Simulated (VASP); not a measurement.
# AlAs (F-43m) in VASP: settings compared

The runs below take AlAs through single point, with r2SCAN, r2SCAN+D3(BJ).

All numbers are computed with VASP 6.6.1; they aren't measurements. Logs are shortened: lines on timing, memory, paths and dates and some standing lists are left out, and cuts for length are marked.

**1. The cell of the first run**

Symmetry: F-43m, No. 216, cubic system. Conventional cell: a = 5.640 Å, b = 5.640 Å, c = 5.640 Å, α = 90.00°, β = 90.00°, γ = 90.00°. Al (site symmetry -43m) has 4 As at 2.44 Å within 3.2 Å. Within 3.2 Å of As (site symmetry -43m) lie 4 Al at 2.44 Å.

**2. Single point, r2SCAN (22.42 Å³/atom)**

POSCAR

```
AlAs
1.0
    0.0000000000      2.8199118883      2.8199118883
    2.8199118883      0.0000000000      2.8199118883
    2.8199118883      2.8199118883      0.0000000000
Al As
1 1
Direct
    0.0000000000      0.0000000000      0.0000000000
    0.7500000000      0.7500000000      0.7500000000
```

INCAR.step1

```
SYSTEM = AlAs
  PREC = Accurate
  ENCUT = 550
  ISMEAR = 0
  SIGMA = 0.05
  LREAL = .FALSE.
  LASPH = .TRUE.
  NELM = 120
  NBANDS = 11
  GGA = PE
  ALGO = Normal
  EDIFF = 1E-5
  LWAVE = .TRUE.
  LCHARG = .FALSE.
  GGA_COMPAT = .FALSE.
```

INCAR.step2

```
SYSTEM = AlAs
  PREC = Accurate
  ENCUT = 550
  EDIFF = 1E-6
  ISMEAR = 0
  SIGMA = 0.05
  LREAL = .FALSE.
  LASPH = .TRUE.
  NELM = 120
  ALGO = Normal
  ISIF = 2
  LWAVE = .FALSE.
  LCHARG = .FALSE.
  METAGGA = R2SCAN
  LMIXTAU = .TRUE.
  NBANDS = 11
  ISTART = 1
  GGA_COMPAT = .FALSE.
```

KPOINTS

```
Automatic mesh
0
G
  8 8 8
  0 0 0
```

Potentials or basis: VASP PAW PBE potentials, release 64 (Al, As).

Started as:

```bash
cat potpaw_PBE.64/Al/POTCAR potpaw_PBE.64/As/POTCAR > POTCAR
cp INCAR.step1 INCAR
mpirun -np 1 vasp_std > vasp.out
cp INCAR.step2 INCAR
mpirun -np 1 vasp_std > vasp.out
```

OUTCAR:

```text
SYSTEM = AlAs
   PREC = Accurate
   ENCUT = 550
   EDIFF = 1E-6
   ISMEAR = 0
   LREAL = .FALSE.
   LASPH = .TRUE.
   NELM = 120
   ISIF = 2
   METAGGA = R2SCAN
   ISTART = 1

 ion  position               nearest neighbor table
   1  0.000  0.000  0.000-   2 2.44   2 2.44   2 2.44   2 2.44
   2  0.750  0.750  0.750-   1 2.44   1 2.44   1 2.44   1 2.44

  LATTYP: Found a face centered cubic cell.
 ALAT       =     5.6398237766

  Lattice vectors:

 A1 = (   0.0000000000,   2.8199118883,   2.8199118883)
 A2 = (   2.8199118883,   0.0000000000,   2.8199118883)
 A3 = (   2.8199118883,   2.8199118883,   0.0000000000)

Analysis of symmetry for initial positions (statically):
=====================================================================
 Subroutine PRICEL returns:
 Original cell was already a primitive cell.

 Routine SETGRP: Setting up the symmetry group for a
 face centered cubic supercell.

 Subroutine GETGRP returns: Found 24 space group operations
 (whereof 24 operations were pure point group operations)
 out of a pool of 48 trial point group operations.

The static configuration has the point symmetry T_d .

Analysis of symmetry for dynamics (positions and initial velocities):
=====================================================================
 Subroutine PRICEL returns:
 Original cell was already a primitive cell.

 Routine SETGRP: Setting up the symmetry group for a
 face centered cubic supercell.

 Subroutine GETGRP returns: Found 24 space group operations
 (whereof 24 operations were pure point group operations)
 out of a pool of 48 trial point group operations.

The dynamic configuration has the point symmetry T_d .

 Subroutine INISYM returns: Found 24 space group operations
 (whereof 24 operations are pure point group operations),
 and found     1 'primitive' translations

----------------------------------------------------------------------------------------

                                     Primitive cell

  volume of cell :      44.8473

  direct lattice vectors                    reciprocal lattice vectors
     0.000000000  2.819911888  2.819911888    -0.177310505  0.177310505  0.177310505
     2.819911888  0.000000000  2.819911888     0.177310505 -0.177310505  0.177310505
     2.819911888  2.819911888  0.000000000     0.177310505  0.177310505 -0.177310505

  length of vectors
     3.987957637  3.987957637  3.987957637     0.307110803  0.307110803  0.307110803

[... 87 lines left out ...]
   ISYM   =      2    0-nonsym 1-usesym 2-fastsym
   POTIM  = 0.5000    time-step for ionic-motion
   TEBEG  =    0.0;   TEEND  =   0.0 temperature during run
   PSTRESS=    0.0 pullay stress
   NELECT =       8.0000    total number of electrons
   NUPDOWN=      -1.0000    fix difference up-down
   EMIN   =  10.00;   EMAX   =-10.00  energy-range for DOS
   EFERMI =   0.00;   METHOD = LEGACY
   ISMEAR =     0;   SIGMA  =   0.05  broadening in eV -4-tet -1-fermi 0-gaus
   EFERMI_NEDOS =   21; number of points for ismear=-14 and -15
   IALGO  =     38    algorithm
   IMIX   =      4    mixing-type and parameters
     AMIX     =   0.40;   BMIX     =  1.00
     AMIX_MAG =   1.60;   BMIX_MAG =  1.00
  volume/ion in A,a.u.               =      22.42       151.32
  Fermi-wavevector in a.u.,A,eV,Ry     =   0.921565  1.741505 11.555183  0.849282
  Thomas-Fermi vector in A             =   2.046995
   LORBIT       =      0    0 simple, 1 ext, 2 COOP (PROOUT), +10 PAW based schemes
   METAGGA = R2SCAN    functional components
   LHFCALC =     F    Hartree Fock is set to
   AEXX    =    0.0000 exact exchange contribution
   IVDW    =     0    specifies the selected vdW correction
   LEPSILON=     F    determine dielectric tensor
   LRPA    =     F    only Hartree local field effects (RPA)
 non-spin polarized calculation
 Gauss-broadening in eV      SIGMA  =   0.05
  energy-cutoff  :      550.00
  volume of cell :       44.85
 maximum number of plane-waves:      1363
 NGX is ok and might be reduce to    32
   NGX = 15   NGY = 15   NGZ = 15

 number of electron       8.0000000 magnetization

 Free energy of the ion-electron system (eV)
  ---------------------------------------------------
  ext. energy  EPLUGINS =         0.00000000
  ---------------------------------------------------
  free energy    TOTEN  =       -22.69121811 eV

  energy without entropy =      -22.69121811  energy(sigma->0) =      -22.69121811

 E-fermi :   4.0203     XC(G=0):  -9.4932

 val. band max:        3.7602480237   @ k =   0.0000   0.0000   0.0000
 cond. band min:       5.5344793471   @ k =   0.5000   0.5000   0.0000
 fundamental gap:      1.7742313235
 Fermi energy:         4.0202720358

 k-point     1 :       0.0000    0.0000    0.0000
  band No.  band energies     occupation
      1      -8.6237      2.00000
      2       3.7602      2.00000
      3       3.7602      2.00000
      4       3.7602      2.00000
      5       6.5648      0.00000
      6       8.4925      0.00000
      7       8.4925      0.00000
      8       8.4925      0.00000
      9      13.3034      0.00000
     10      13.3034      0.00000
     11      13.5759      0.00000
[... 309 lines left out ...]
 k-point    24 :      -0.3750    0.2500    0.1250
  band No.  band energies     occupation
      1      -6.8305      2.00000
      2      -1.6488      2.00000
      3       1.0001      2.00000
      4       2.1633      2.00000
      5       7.9009      0.00000
      6       8.4843      0.00000
      7      11.0386      0.00000
      8      12.0266      0.00000
      9      12.8471      0.00000
     10      15.5886      0.00000
     11      17.0023      0.00000

 [... further k-points ...]

------------------------ aborting loop because EDIFF is reached ----------------------------------------

  FORCE on cell =-STRESS in cart. coord.  units (eV):
  Direction    XX          YY          ZZ          XY          YZ          ZX
  --------------------------------------------------------------------------------------
  -------------------------------------------------------------------------------------
  Total        0.4384174      0.4384174      0.4384174     -0.0000000      0.0000000     -0.0000000
  in kB       15.6625230     15.6625230     15.6625230     -0.0000000      0.0000000     -0.0000000
  external PRESSURE =      15.6625230 kB  Pullay stress =       0.0000000 kB

 VOLUME and BASIS-vectors are now :
 -----------------------------------------------------------------------------
  energy-cutoff  :      550.00
  volume of cell :       44.85
      direct lattice vectors                 reciprocal lattice vectors
     0.000000000  2.819911888  2.819911888    -0.177310505  0.177310505  0.177310505
     2.819911888  0.000000000  2.819911888     0.177310505 -0.177310505  0.177310505
     2.819911888  2.819911888  0.000000000     0.177310505  0.177310505 -0.177310505

 POSITION                                       TOTAL-FORCE (eV/Angst)
 -----------------------------------------------------------------------------------
      0.00000      0.00000      0.00000         0.000000      0.000000     -0.000000
      4.22987      4.22987      4.22987        -0.000000     -0.000000      0.000000
 -----------------------------------------------------------------------------------
    total drift:                               -0.000000     -0.000000     -0.000000

  FREE ENERGIE OF THE ION-ELECTRON SYSTEM (eV)
  ---------------------------------------------------
  free  energy   TOTEN  =       -22.6912181110 eV

  energy  without entropy=      -22.6912181110  energy(sigma->0) =      -22.69121811
```

Run time: 46 s. Hardware: 1 thread of Intel Xeon 6975P-C (Granite Rapids), shared host; peak memory 0.19 GiB.

Results:

```
Free energy            : -22.6912 eV
Pressure               : 1.6 GPa
Band gap on the k mesh : 1.77 eV (least direct gap 2.80 eV)
```

Levels at points of the mesh, in eV from the valence-band top:
```
           k point  band 2  band 3  band 4  band 5  band 6  band 7
(0.00, 0.00, 0.00)    0.00    0.00    0.00    2.80    4.73    4.73
(0.50, 0.00, 0.00)   -5.75   -0.86   -0.86    2.70    5.11    5.11
(0.50, 0.50, 0.00)   -5.58   -2.27   -2.27    1.77    2.69   11.28
```

Caveat: the PAW data sets were made with another functional, which shifts forces and pressure a little. A k mesh can miss the band edges.

**3. Single point, r2SCAN+D3(BJ)**

This run uses another cell than the first one, of 22.67 Å³/atom.

POSCAR

```
AlAs
1.0
    0.0000000000      2.8304000400      2.8304000400
    2.8304000400      0.0000000000      2.8304000400
    2.8304000400      2.8304000400      0.0000000000
Al As
1 1
Direct
    0.0000000000      0.0000000000      0.0000000000
    0.7500000000      0.7500000000      0.7500000000
```

INCAR.step1

```
SYSTEM = AlAs
PREC = Accurate ; ENCUT = 550
ISMEAR = 0 ; SIGMA = 0.05
LREAL = .False. ; LASPH = .True.
NELM = 120 ; NBANDS = 11
GGA = PE ; ALGO = Normal
EDIFF = 1E-5 ; LWAVE = .True.
LCHARG = .False. ; GGA_COMPAT = .False.
```

INCAR.step2

```
SYSTEM = AlAs
PREC = Accurate ; ENCUT = 550
EDIFF = 1E-6 ; ISMEAR = 0
SIGMA = 0.05 ; LREAL = .False.
LASPH = .True. ; NELM = 120
ALGO = Normal ; ISIF = 2
LWAVE = .False. ; LCHARG = .False.
METAGGA = R2SCAN ; LMIXTAU = .True.
IVDW = 12 ; VDW_S6 = 1.0
VDW_S8 = 0.78981345 ; VDW_A1 = 0.49484001
VDW_A2 = 5.73083694 ; NBANDS = 11
ISTART = 1 ; GGA_COMPAT = .False.
```

KPOINTS

```
regular mesh
0
Gamma
  8 8 8
  0 0 0
```

Potentials or basis: VASP PAW PBE potentials, release 64 (Al, As).

Started as:

```bash
cat potpaw_PBE.64/Al/POTCAR potpaw_PBE.64/As/POTCAR > POTCAR
cp INCAR.step1 INCAR
mpirun -np 1 vasp_std > vasp.out
cp INCAR.step2 INCAR
mpirun -np 1 vasp_std > vasp.out
```

Wall time 47 s (1 thread of Intel Xeon 6975P-C (Granite Rapids), shared host); peak memory 0.2 GiB.

It converged, with:

```yaml
Free_energy: -22.9927 eV
Pressure: -0.4 GPa
Band_gap_on_the_k_mesh: 1.79 eV (least direct gap 2.71 eV)
Dispersion_energy_per_atom: -0.149 eV
```

Levels at points of the mesh, in eV from the valence-band top:
| k point | band 1 | band 2 | band 3 | band 4 | band 5 | band 6 | band 7 | band 8 |
| --- | --- | --- | --- | --- | --- | --- | --- | --- |
| (0.00, 0.00, 0.00) | -12.32 | 0.00 | 0.00 | 0.00 | 2.71 | 4.71 | 4.71 | 4.71 |
| (0.50, 0.00, 0.00) | -10.83 | -5.70 | -0.85 | -0.85 | 2.65 | 5.10 | 5.10 | 8.40 |
| (0.50, 0.50, 0.00) | -10.26 | -5.54 | -2.24 | -2.24 | 1.79 | 2.69 | 11.19 | 11.19 |

Caveat: three body term missing; the PAW data sets were made with another functional, which shifts forces and pressure a little.
